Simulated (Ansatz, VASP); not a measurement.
# FeNi3: VASP beside Ansatz

INCAR

```
SYSTEM = FeNi3
ALGO = Normal
EDIFF = 1E-6
ENCUT = 520
GGA = PS
ISIF = 2
ISMEAR = -1
ISPIN = 2
LASPH = .True.
LCHARG = .True.
LELF = .True.
LMAXMIX = 4
LORBIT = 11
LREAL = .False.
LVHAR = .True.
LWAVE = .False.
MAGMOM = 1 1 1 3
NBANDS = 31
NELM = 150
PREC = Accurate
SIGMA = 0.05
```

KPOINTS

```
k-points
0
Gamma
  8 8 8
  0 0 0
```

File POSCAR:

```
FeNi3
1.0
    3.5450000000      0.0000000000      0.0000000000
    0.0000000000      3.5450000000      0.0000000000
    0.0000000000      0.0000000000      3.5450000000
Ni Fe
3 1
Direct
    0.5000000000      0.5000000000      0.0000000000
    0.5000000000      0.0000000000      0.5000000000
    0.0000000000      0.5000000000      0.5000000000
    0.0000000000      0.0000000000      0.0000000000
```

File input.yaml:

```yaml
crystal:
  lattice:
    - [3.545, 0.0, 0.0]
    - [0.0, 3.545, 0.0]
    - [0.0, 0.0, 3.545]
  atoms:
    - { symbol: Ni, position: [0.5, 0.5, 0.0], spin: 1.0 }
    - { symbol: Ni, position: [0.5, 0.0, 0.5], spin: 1.0 }
    - { symbol: Ni, position: [0.0, 0.5, 0.5], spin: 1.0 }
    - { symbol: Fe, position: [0.0, 0.0, 0.0], spin: 3.0 }
kpoints:
  mp_grid: { grid: [8, 8, 8] }
  band_path:
    path:
      - [0.0, 0.0, 0.0]
      - [0.0, 0.5, 0.0]
      - [0.5, 0.5, 0.0]
      - [0.0, 0.0, 0.0]
      - [0.5, 0.5, 0.5]
      - [0.0, 0.5, 0.0]
    npoints: 12
scf:
  occupations: { method: fermi_dirac, width: 0.05 }
hamiltonian:
  xc: pbesol
  pseudopotentials: { kind: all_electron, lapw: { basis_error: 0.002 } }
magnetization:
  spin_polarized: true
output:
  forces: true
  stress: true
  eigenvalues: true
```

Alike in both runs: functional PBEsol; k mesh 8 × 8 × 8; occupations fermi-dirac, width 0.05 eV; collinear spin.

|  | VASP | Ansatz |
| --- | --- | --- |
| version | VASP 6.6.1 | Ansatz 0.2.0 |
| potentials or method | VASP PAW PBE potentials, release 64 (Ni, Fe), cutoff 520 eV | all-electron LAPW, scalar-relativistic |
| task | single point | band structure |

Ansatz gave:

* gap on the k mesh at the Fermi level (eV): none
* pressure (GPa): -9.4
* net moment per atom (μB): 1.22
* size of the moment on the site where the two differ most (μB): 2.95

Question: Estimate VASP's values.

Answer: gap on the k mesh at the Fermi level (eV): none; pressure (GPa): -9.4; net moment per atom (μB): 1.20; size of the moment on the site where the two differ most (μB): 2.90.

VASP's potentials were made for PBE, not for PBEsol. Site moments also hang on the region over which each program counts them. A gap of «none» marks a metal or a gap that the smearing closes. Ansatz ran all-electron here, and VASP with PAW potentials.
